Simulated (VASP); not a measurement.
# S in VASP: notebook, part 2 of 2

VASP 6.6.1.

### 4 Single point, PBEsol (strain -0.050 along x and y, +0.000 along z)

INCAR

```
PREC = Accurate
ENCUT = 520
EDIFF = 1E-6
ISMEAR = 0
SIGMA = 0.15
LREAL = F
LASPH = T
NELM = 60
ALGO = Normal
ISIF = 2
LWAVE = F
LCHARG = T
GGA = PS
LELF = T
LVHAR = T
NBANDS = 9
```

KPOINTS

```
Automatic mesh
0
Gamma
  20 20 20
```

POSCAR

```
S
1.0
    0.0000000000      1.8946328268      1.9943503440
    1.8946328268      0.0000000000      1.9943503440
    1.8946328268      1.8946328268      0.0000000000
S
1
Direct
    0.0000000000      0.0000000000      0.0000000000
```

Potentials or basis: VASP PAW PBE potentials, release 64 (S).

On the command line:

```bash
$ cat potpaw_PBE.64/S/POTCAR > POTCAR
$ mpirun -np 1 vasp_std > vasp.out
```

OUTCAR:

```text
PREC = Accurate
   ENCUT = 520
   EDIFF = 1E-6
   ISMEAR = 0
   LREAL = F
   LASPH = T
   NELM = 60
   ISIF = 2
   GGA = PS

 ion  position               nearest neighbor table
   1  0.000  0.000  0.000-

  LATTYP: Found a body centered tetragonal cell.
 ALAT       =     2.6794154394
 C/A-ratio  =     1.4886458551

  Lattice vectors:

 A1 = (  -1.8946328268,   0.0000000000,   1.9943503440)
 A2 = (   1.8946328268,   0.0000000000,   1.9943503440)
 A3 = (   0.0000000000,   1.8946328268,  -1.9943503440)
[... 466 lines left out ...]
      9      28.2167      0.00000

 [... further k-points ...]

------------------------ aborting loop because EDIFF is reached ----------------------------------------

  FORCE on cell =-STRESS in cart. coord.  units (eV):
  Direction    XX          YY          ZZ          XY          YZ          ZX
  --------------------------------------------------------------------------------------
  -------------------------------------------------------------------------------------
  Total        0.2570421      0.2570421      0.6584578      0.0000000      0.0000000      0.0000000
  in kB       28.7629425     28.7629425     73.6812458      0.0000000      0.0000000      0.0000000
  external PRESSURE =      43.7357103 kB  Pullay stress =       0.0000000 kB

 VOLUME and BASIS-vectors are now :
 -----------------------------------------------------------------------------
  energy-cutoff  :      520.00
  volume of cell :       14.32
      direct lattice vectors                 reciprocal lattice vectors
     0.000000000  1.894632827  1.994350344    -0.263903376  0.263903376  0.250708208
     1.894632827  0.000000000  1.994350344     0.263903376 -0.263903376  0.250708208
     1.894632827  1.894632827  0.000000000     0.263903376  0.263903376 -0.250708208

 POSITION                                       TOTAL-FORCE (eV/Angst)
 -----------------------------------------------------------------------------------
      0.00000      0.00000      0.00000         0.000000      0.000000     -0.000000
 -----------------------------------------------------------------------------------
    total drift:                               -0.000000     -0.000000     -0.000000

  FREE ENERGIE OF THE ION-ELECTRON SYSTEM (eV)
  ---------------------------------------------------
  free  energy   TOTEN  =        -3.3396726620 eV

  energy  without entropy=       -3.3321879107  energy(sigma->0) =       -3.33593029
```

stdout:

```text
POSCAR found type information on POSCAR S
 POSCAR found :  1 types and       1 ions
 scaLAPACK will be used
 -----------------------------------------------------------------------------
|                                                                             |
|                                                                             |
|     You enforced a specific xc type in the INCAR file but a different       |
|     I HOPE YOU KNOW WHAT YOU ARE DOING!                                     |
|                                                                             |
 -----------------------------------------------------------------------------

 LDA part: xc-table for (Slater+PW92), standard interpolation
 POSCAR, INCAR and KPOINTS ok, starting setup
 FFT: planning ... GRIDC
 FFT: planning ... GRID_SOFT
 FFT: planning ... GRID
 WAVECAR not read
 entering main loop
```

It took 18 s on 1 thread of Intel Xeon 6975P-C (Granite Rapids), shared host; peak memory 0.17 GiB.

What came out:

```yaml
Free_energy: -3.3397 eV
Pressure: 4.4 GPa
Band_gap_on_the_k_mesh: zero (bands 3 and 4 overlap by 6.97 eV)
```

Stress tensor (GPa, compression positive):
```
2.88 0.00 0.00
0.00 2.88 0.00
0.00 0.00 7.37
```

Levels at points of the mesh, in eV from the Fermi level:
```csv
k point,band 1,band 2,band 3,band 4,band 5,band 6,band 7,band 8
"(0.00, 0.00, 0.00)",-17.83,3.71,3.79,3.79,11.65,12.41,12.41,15.86
"(0.50, 0.00, 0.00)",-13.01,-8.43,1.82,2.66,9.43,11.06,11.83,17.39
"(0.50, 0.50, 0.00)",-11.56,-7.59,-0.44,-0.44,5.60,5.64,23.11,24.42
"(0.50, 0.00, 0.50)",-10.74,-7.14,-1.46,-0.90,4.72,5.21,22.73,23.45
```

Caveat: the cell differs from its parent crystal (strain -0.050 along x and y, +0.000 along z); the cell stands under pressure; the PAW data sets were made with another functional, which shifts forces and pressure a little.

### 5 Single point, PBEsol (strain -0.025 along x and y, -0.050 along z)

INCAR

```
SYSTEM = S
  ALGO = Normal
  EDIFF = 1E-6
  ENCUT = 520
  GGA = PS
  ISIF = 2
  ISMEAR = 0
  LASPH = .True.
  LCHARG = .True.
  LELF = .True.
  LREAL = .False.
  LVHAR = .True.
  LWAVE = .False.
  NBANDS = 9
  NELM = 60
  PREC = Accurate
  SIGMA = 0.15
```

KPOINTS

```
k-points
0
Gamma
  20 20 20
  0 0 0
```

POSCAR

```
S
1.0
    0.0000000000      1.9444915854      1.8946328268
    1.9444915854      0.0000000000      1.8946328268
    1.9444915854      1.9444915854      0.0000000000
S
1
Direct
    0.0000000000      0.0000000000      0.0000000000
```

On the command line:

```bash
$ cat potpaw_PBE.64/S/POTCAR > POTCAR
$ mpirun -np 1 vasp_std > vasp.out
```

Wall time 18 s (1 thread of Intel Xeon 6975P-C (Granite Rapids), shared host); peak memory 0.18 GiB.

The run converged. Its results:

* Free energy: -3.3344 eV
* Pressure: 4.3 GPa
* Band gap on the k mesh: zero (bands 3 and 4 overlap by 6.98 eV)

Stress tensor (GPa, compression positive):
```
5.04 0.00 0.00
0.00 5.04 0.00
0.00 0.00 2.87
```

Levels at points of the mesh, in eV from the Fermi level:
```
           k point  band 1  band 2  band 3  band 4  band 5  band 6  band 7  band 8
(0.00, 0.00, 0.00)  -17.81    3.77    3.77    3.79   12.03   12.03   12.39   15.87
(0.50, 0.00, 0.00)  -12.99   -8.41    2.06    2.46    9.70   10.99   11.63   17.35
(0.50, 0.50, 0.00)  -10.73   -7.10   -1.18   -1.18    4.73    5.19   22.85   24.37
(0.50, 0.00, 0.50)  -11.13   -7.35   -0.93   -0.66    5.16    5.44   22.94   24.00
```

Caveat: the cell differs from its parent crystal (strain -0.025 along x and y, -0.050 along z); the cell stands under pressure; the PAW data sets were made with another functional, which shifts forces and pressure a little.

### 6 Single point, PBEsol (strain -0.050 along x and y, +0.025 along z)

INCAR

```
  ALGO = Normal
  EDIFF = 1E-6
  ENCUT = 520
  GGA = PS
  ISIF = 2
  ISMEAR = 0
  LASPH = True
  LCHARG = False
  LREAL = False
  LWAVE = False
  NBANDS = 9
  NELM = 60
  PREC = Accurate
  SIGMA = 0.15
```

KPOINTS

```
k-points
0
Gamma
  20 20 20
```

POSCAR

```
S
1.0
    0.0000000000      1.8946328268      2.0442091026
    1.8946328268      0.0000000000      2.0442091026
    1.8946328268      1.8946328268      0.0000000000
S
1
Direct
    0.0000000000      0.0000000000      0.0000000000
```

Potentials or basis: VASP PAW PBE potentials, release 64 (S).

On the command line:

```bash
$ cat potpaw_PBE.64/S/POTCAR > POTCAR
$ mpirun -np 1 vasp_std > vasp.out
```

Wall time 16 s (1 thread of Intel Xeon 6975P-C (Granite Rapids), shared host); peak memory 0.18 GiB.

The run converged. Its results:

```yaml
Free_energy: -3.3550 eV
Pressure: 1.7 GPa
Band_gap_on_the_k_mesh: zero (bands 3 and 4 overlap by 6.81 eV)
```

Stress tensor (GPa, compression positive):
```
-0.58  0.00  0.00
 0.00 -0.58  0.00
 0.00  0.00  6.36
```

Levels at points of the mesh, in eV from the Fermi level:
| k point | band 1 | band 2 | band 3 | band 4 | band 5 | band 6 | band 7 | band 8 |
| --- | --- | --- | --- | --- | --- | --- | --- | --- |
| (0.00, 0.00, 0.00) | -17.57 | 3.50 | 3.66 | 3.66 | 11.44 | 12.55 | 12.55 | 15.40 |
| (0.50, 0.00, 0.00) | -12.91 | -8.20 | 1.52 | 2.75 | 9.06 | 11.12 | 12.10 | 17.38 |
| (0.50, 0.50, 0.00) | -11.79 | -7.50 | -0.19 | -0.19 | 5.90 | 5.94 | 22.96 | 24.12 |
| (0.50, 0.00, 0.50) | -10.61 | -6.87 | -1.66 | -0.85 | 4.66 | 5.29 | 22.33 | 22.69 |

Caveat: the cell differs from its parent crystal (strain -0.050 along x and y, +0.025 along z); the stress differs along the axes, from -1 to 6 GPa; the PAW data sets were made with another functional, which shifts forces and pressure a little.

### 7 Summary

```csv
cell,gap on the mesh (eV),pressure (GPa)
"a = 2.961 Å, angles 60.0°, 1 atom",none,-12.7
"a = 2.715, b = 2.715, c = 2.679 Å, angles 60.4, 60.4, 59.1°, 1 atom",none,7.4
"a = 2.751, b = 2.751, c = 2.679 Å, angles 60.9, 60.9, 58.3°, 1 atom",none,4.4
"a = 2.715, b = 2.715, c = 2.750 Å, angles 59.6, 59.6, 60.9°, 1 atom",none,4.3
"a = 2.787, b = 2.787, c = 2.679 Å, angles 61.3, 61.3, 57.5°, 1 atom",none,1.7
```

Alike in all rows: task single point; level PBEsol; potentials or basis VASP PAW PBE potentials, release 64 (S); no spin polarisation; k mesh 20 × 20 × 20; cutoff (eV) 520; smearing gaussian 0.15 eV.

Caveats: the PAW data sets were made with another functional, which shifts forces and pressure a little; the cell stands under pressure (at least some runs); the cell stands under tension (at least some runs); the stress differs along the axes, from -1 to 6 GPa (at least some runs).

Total energies depend on the potentials used, so only differences within one code and one set of settings carry meaning.
